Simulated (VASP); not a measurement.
Set up this calculation in VASP 6.6.1, as the native input.

* Task: relaxation of cell and atoms
* Functional: PBEsol
* Dispersion: D3(BJ)
* Potentials or basis: VASP PAW PBE potentials, release 64 (In_d, Se)
* Cutoff: 600 eV
* k mesh: 6 × 6 × 6
* Occupations: fermi-dirac, width 0.05 eV
* Spin: no spin polarisation
* Dipole correction: no
* Further INCAR settings: ALGO = Normal; EDIFF = 1e-06; IBRION = 2; EDIFFG = -0.01; NSW = 60; ISIF = 3

The structure of In3Se lies in POSCAR:

```
In3Se
1.0
    4.8037580000      0.0000000000      0.0000000000
    0.0000000000      4.8037580000      0.0000000000
    0.0000000000      0.0000000000      4.8037580000
In Se
3 1
Direct
    0.5000000000      0.5000000000      0.0000000000
    0.5000000000      0.0000000000      0.5000000000
    0.0000000000      0.5000000000      0.5000000000
    0.0000000000      0.0000000000      0.0000000000
```

One way to write it, as run:

INCAR

```
SYSTEM = In3Se
PREC     = Accurate       ! precision mode
ENCUT    = 600            ! plane-wave cutoff, eV
EDIFF    = 1E-6           ! SCF threshold, eV
ISMEAR   = -1             ! smearing method
SIGMA    = 0.05           ! smearing width, eV
LREAL    = .False.        ! projectors in reciprocal space
LASPH    = .True.         ! aspherical terms in the spheres
NELM     = 100            ! most SCF steps
ALGO     = Normal         ! electronic algorithm
ISIF     = 3              ! what is computed and relaxed
LWAVE    = .False.        ! write WAVECAR
LCHARG   = .False.        ! write CHGCAR
GGA      = PS             ! functional
IVDW     = 12             ! dispersion correction
IBRION   = 2              ! ionic algorithm
NSW      = 60             ! ionic steps
EDIFFG   = -0.01          ! ionic threshold
```

KPOINTS

```
regular mesh
0
Gamma
  6 6 6
  0 0 0
```

Potentials or basis: VASP PAW PBE potentials, release 64 (In_d, Se).

The run is started by

```console
$ cat potpaw_PBE.64/In_d/POTCAR potpaw_PBE.64/Se/POTCAR > POTCAR
$ mpirun -np 1 vasp_std > vasp.out
```

It gave:

```json
{
  "Relaxed volume": "24.26 Å³/atom",
  "Relaxed cell": "a = 4.595 Å, b = 4.595 Å, c = 4.595 Å, α = 90.00°, β = 90.00°, γ = 90.00°",
  "Space group after relaxing (to 0.1 Å)": "Pm-3m (No. 221)",
  "Energy gained by relaxing": "60.4 meV/atom",
  "Ionic steps": "3",
  "Pressure after relaxing": "0.0 GPa",
  "Band gap on the k mesh": "zero (an odd number of electrons rules out a gap without spin polarisation)",
  "Dispersion energy per atom": "-0.368 eV"
}
```

Caveat: the PAW data sets were made with another functional, which shifts forces and pressure a little; spin-orbit coupling is left out, which moves the levels of the heavy elements.

Wall time 57 s on 1 thread of Intel(R) Xeon(R) 6975P-C (Granite Rapids), with other jobs on the host, peak memory 0.29 GiB.
